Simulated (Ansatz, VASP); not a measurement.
This is a calculation of CuO for VASP 6.6.1.

The input POSCAR:

```
CuO
1.0
    3.2880244300      0.0000000000      0.0000000000
   -1.6440122100      2.8475126800      0.0000000000
    0.0000000000      0.0000000000      5.3850248600
Cu O
2 2
Direct
    0.6666666667      0.3333333333      0.0000000000
    0.3333333333      0.6666666667      0.5000000000
    0.6666666667      0.3333333333      0.6252000000
    0.3333333333      0.6666666667      0.1252000000
```

Contents of INCAR.step1:

```
PREC = Accurate
ENCUT = 520
EDIFF = 1E-5
ISMEAR = -1
SIGMA = 0.05
LREAL = False
LASPH = True
NELM = 60
ALGO = Normal
ISIF = 2
LWAVE = True
LCHARG = False
GGA = PE
NBANDS = 25
LUSENCCL = False
```

The input INCAR.step2:

```
PREC = Accurate
ENCUT = 520
EDIFF = 1E-6
ISMEAR = -1
SIGMA = 0.05
LREAL = False
LASPH = True
NELM = 60
ALGO = Normal
ISIF = 2
LWAVE = False
LCHARG = False
GGA = PE
LHFCALC = True
AEXX = 0.5
HFSCREEN = 0.2078699
PRECFOCK = Normal
ISTART = 1
NBANDS = 25
LUSENCCL = False
```

File KPOINTS:

```
regular mesh
0
Gamma
  5 5 3
```

Potentials or basis: VASP PAW PBE potentials, release 64 (Cu, O).

Run with:

```sh
$ cat potpaw_PBE.64/Cu/POTCAR potpaw_PBE.64/O/POTCAR > POTCAR
$ cp INCAR.step1 INCAR
$ mpirun -np 1 vasp_std > vasp.out
$ cp INCAR.step2 INCAR
$ mpirun -np 1 vasp_std > vasp.out
```

**Question.** Set up the same calculation for Ansatz 0.2.0. Potentials there: Ansatz PAW.

**Answer.** As run (the cutoff follows the program's own potentials):

File input.yaml:

```yaml
crystal:
  lattice:
    - [3.28802443, 0.0, 0.0]
    - [-1.64401221, 2.84751268, 0.0]
    - [0.0, 0.0, 5.38502486]
  atoms:
    - { symbol: Cu, position: [0.6666666667, 0.3333333333, 0.0] }
    - { symbol: Cu, position: [0.3333333333, 0.6666666667, 0.5] }
    - { symbol: O, position: [0.6666666667, 0.3333333333, 0.6252] }
    - { symbol: O, position: [0.3333333333, 0.6666666667, 0.1252] }
hamiltonian:
  xc:
    exchange: pbe
    correlation: pbe
    exx: { coeff: 0.5, omega: 0.2078699 }
  pseudopotentials: { kind: paw }
kpoints:
  mp_grid: { grid: [5, 5, 3] }
scf:
  occupations: { method: fermi_dirac, width: 0.05 }
output:
  forces: true
  stress: true
  eigenvalues: true
```

Potentials or basis: Ansatz PAW.

Run with:

```bash
$ ansatz run input.yaml --threads 2 --pin off --max-ram 5632MiB --backend cpu --events-out ev --progress --plain --runs-dir out
```

Both were run:

|  | VASP | Ansatz | Ansatz less VASP |
| --- | --- | --- | --- |
| gap on the k mesh at the Fermi level (eV) | none | none | - |
| pressure (GPa) | -14.6 | -15.4 | -0.79 |
| traceless stress, the component that is largest in VASP (GPa) | 4.90 | 4.86 | -0.037 |
| rms of the force components (eV/Å) | 0.099 | 0.100 | +0.0007 |

VASP's potentials were made for PBE, not for PBE-based screened hybrid. Atom by atom the forces differ by 0.001 eV/Å (rms over components). A gap of «none» marks a metal or a gap that the smearing closes. VASP's potentials hold 34 valence electrons a cell and Ansatz's 50, so a difference there can come from the potentials and not from the codes.

The k mesh is coarse, so the values compare programs but aren't converged.
